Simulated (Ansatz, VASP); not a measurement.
Two plane-wave programs on Pt

```
CELL_PARAMETERS angstrom
4.40203 0.00000 0.00000
-2.20101 3.81227 0.00000
0.00000 0.00000 2.69844
ATOMIC_POSITIONS crystal
Pt 0.00000 0.00000 0.00000
Pt 0.33333 0.66667 0.50000
Pt 0.66667 0.33333 0.50000
```

Alike in both runs: task relaxation of cell and atoms; functional PBE; k mesh 8 × 8 × 12; occupations fermi-dirac, width 0.05 eV; collinear spin.

|  | VASP | Ansatz |
| --- | --- | --- |
| version | VASP 6.6.1 | Ansatz 0.2.0 |
| potentials or method | VASP PAW PBE potentials, release 64 (Pt), cutoff 600 eV | plane waves (420 eV) with PAW, scalar-relativistic |
| valence electrons in the cell | 30 | 54 |

|  | VASP | Ansatz | Ansatz less VASP |
| --- | --- | --- | --- |
| net moment per atom (μB) | 0.00 | 0.00 | 0.000 |
| relaxed volume (Å³/atom) | 15.99 | 16.03 | +0.033 |
| relaxed cell length with the largest relative difference (Å) | 4.532 | 4.536 | +0.0035 |

VASP's potentials hold 30 valence electrons a cell and Ansatz's 54, so a difference there can come from the potentials and not from the codes. Ansatz's warnings: seeded moment not kept.

Spin-orbit coupling is off throughout.
